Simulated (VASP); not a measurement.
Input of a VASP 6.6.1 run:

Contents of POSCAR:

```
Li
1.0
    0.0000000000      3.0832100616      3.0832100616
    3.0832100616      0.0000000000      3.0832100616
    3.0832100616      3.0832100616      0.0000000000
Li
2
Direct
    0.1250000000      0.1250000000      0.1250000000
    0.8750000000      0.8750000000      0.8750000000
```

File INCAR.step1:

```
PREC     = Accurate       # precision mode
ENCUT    = 520            # plane-wave cutoff, eV
ISMEAR   = -1             # smearing method
SIGMA    = 0.1            # smearing width, eV
LREAL    = F              # projectors in reciprocal space
LASPH    = T              # aspherical terms in the spheres
NELM     = 80             # most SCF steps
NBANDS   = 10             # bands
GGA      = PE             # functional
ALGO     = Normal         # electronic algorithm
EDIFF    = 1E-4           # SCF threshold, eV
LWAVE    = T              # write WAVECAR
LCHARG   = F              # write CHGCAR
```

File INCAR.step2:

```
PREC     = Accurate       # precision mode
ENCUT    = 520            # plane-wave cutoff, eV
EDIFF    = 1E-6           # SCF threshold, eV
ISMEAR   = -1             # smearing method
SIGMA    = 0.1            # smearing width, eV
LREAL    = F              # projectors in reciprocal space
LASPH    = T              # aspherical terms in the spheres
NELM     = 80             # most SCF steps
ALGO     = Normal         # electronic algorithm
ISIF     = 2              # what is computed and relaxed
LWAVE    = F              # write WAVECAR
LCHARG   = F              # write CHGCAR
METAGGA  = R2SCAN         # meta-GGA
LMIXTAU  = T            
NBANDS   = 10             # bands
ISTART   = 1
```

The input KPOINTS:

```
regular mesh
0
Gamma
  10 10 10
```

Potentials or basis: VASP PAW PBE potentials, release 64 (Li_sv).

Command:

```sh
$ cat potpaw_PBE.64/Li_sv/POTCAR > POTCAR
$ cp INCAR.step1 INCAR
$ mpirun -np 1 vasp_std > vasp.out
$ cp INCAR.step2 INCAR
$ mpirun -np 1 vasp_std > vasp.out
```

(1) Estimate the band gap on the k mesh.

Results:

(1) zero (band 3 reaches 0.44 eV, above the bottom of band 4 at -0.48 eV).
